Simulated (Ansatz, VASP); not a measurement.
# One calculation of CdSe, two programs

```
CELL_PARAMETERS angstrom
4.38435 0.00000 0.00000
-2.19217 3.79696 0.00000
0.00000 0.00000 7.15697
ATOMIC_POSITIONS crystal
Cd 0.33333 0.66667 0.00013
Cd 0.66667 0.33333 0.50013
Se 0.33333 0.66667 0.37587
Se 0.66667 0.33333 0.87587
```

Alike in both runs: task single point; functional PBE; k mesh 8 × 8 × 5; occupations fermi-dirac, width 0.08 eV; no spin polarisation.

|  | VASP | Ansatz |
| --- | --- | --- |
| version | VASP 6.6.1 | Ansatz 0.2.0 |
| potentials or method | VASP PAW PBE potentials, release 64 (Cd, Se), cutoff 520 eV | all-electron LAPW, scalar-relativistic |

```csv
,VASP,Ansatz,Ansatz less VASP
pressure (GPa),0.2,0.0,-0.23
```

Ansatz ran all-electron here, and VASP with PAW potentials.
